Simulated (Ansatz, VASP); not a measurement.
One calculation of Zn3PbO, two programs

Contents of INCAR:

```
SYSTEM = Zn3PbO
PREC     = Accurate       ! precision mode
ENCUT    = 520            ! plane-wave cutoff, eV
EDIFF    = 1E-6           ! SCF threshold, eV
ISMEAR   = -1             ! smearing method
SIGMA    = 0.0668         ! smearing width, eV
LREAL    = .False.        ! projectors in reciprocal space
LASPH    = .True.         ! aspherical terms in the spheres
NELM     = 150            ! most SCF steps
ALGO     = Normal         ! electronic algorithm
ISIF     = 2              ! what is computed and relaxed
LWAVE    = .False.        ! write WAVECAR
LCHARG   = .True.         ! write CHGCAR
MAGMOM   = 0 0 0 0 0 0 0 0 0 0 0 0 0 0 0 ! initial moments
LORBIT   = 11             ! projections on sites
LSORBIT  = .True.         ! spin-orbit coupling
GGA_COMPAT= .False.      
LORBMOM  = .True.       
GGA      = PE             ! functional
LVHAR    = .True.       
NBANDS   = 71             ! bands
```

Contents of KPOINTS:

```
Automatic mesh
0
Gamma
  6 6 6
  0 0 0
```

Contents of POSCAR:

```
Zn3PbO
1.0
    4.3938780000      0.0000000000      0.0000000000
    0.0000000000      4.3938780000      0.0000000000
    0.0000000000      0.0000000000      4.3938780000
Pb Zn O
1 3 1
Direct
    0.0000000000      0.0000000000      0.0000000000
    0.5000000000      0.0000000000      0.0000000000
    0.0000000000      0.5000000000      0.0000000000
    0.0000000000      0.0000000000      0.5000000000
    0.5000000000      0.5000000000      0.5000000000
```

Input for Ansatz:

```yaml
crystal:
  lattice:
    - [4.393878, 0.0, 0.0]
    - [0.0, 4.393878, 0.0]
    - [0.0, 0.0, 4.393878]
  atoms:
    - { symbol: Pb, position: [0.0, 0.0, 0.0] }
    - { symbol: Zn, position: [0.5, 0.0, 0.0] }
    - { symbol: Zn, position: [0.0, 0.5, 0.0] }
    - { symbol: Zn, position: [0.0, 0.0, 0.5] }
    - { symbol: O, position: [0.5, 0.5, 0.5] }
  symmetry: { tolerance: 0.0003 }
kpoints:
  mp_grid: { grid: [6, 6, 6], shift: [0, 0, 0] }
  band_path:
    path:
      - [0.0, 0.0, 0.0]
      - [0.0, 0.5, 0.0]
      - [0.5, 0.5, 0.0]
      - [0.0, 0.0, 0.0]
      - [0.5, 0.5, 0.5]
      - [0.0, 0.5, 0.0]
      - [0.5, 0.5, 0.5]
      - [0.5, 0.5, 0.0]
    npoints: 8
magnetization:
  noncollinear: true
  spin_orbit: true
scf:
  occupations: { method: fermi_dirac, width: 0.0668 }
  lower_state_search: "off"
  max_iter: 200
hamiltonian:
  pseudopotentials: { kind: paw_fr }
  xc: pbe
basis:
  ecutwfc: 420
  fft_grid_basis: typed
output:
  forces: true
  stress: true
  eigenvalues: true
  bader: true
  populations: true
  elf: true
  write_potential: true
  volumetric_format: npy
  dos:
    e_range: [-12, 8]
    de: 0.05
    projected: { site_lists: { O: [O], Pb: [Pb], Zn: [Zn] } }
    method: { smearing: { sigma: 0.1, scheme: gaussian } }
checkpoint:
  read: saved_state
```

Alike in both runs: task single point; functional PBE; k mesh 6 × 6 × 6; occupations fermi-dirac, width 0.0668 eV; non-collinear spin, spin-orbit coupling.

|  | VASP | Ansatz |
| --- | --- | --- |
| version | VASP 6.6.1 | Ansatz 0.2.0 |
| potentials or method | VASP PAW PBE potentials, release 64 (Pb_d, Zn, O), cutoff 520 eV | PAW plane waves |
| valence electrons in the cell | 56 | 56 |

|  | VASP | Ansatz | Ansatz less VASP |
| --- | --- | --- | --- |
| net moment per atom (μB) | 0.00 | 0.00 | 0.000 |

With one functional, cell and mesh, what is left measures potentials, basis and numerics.
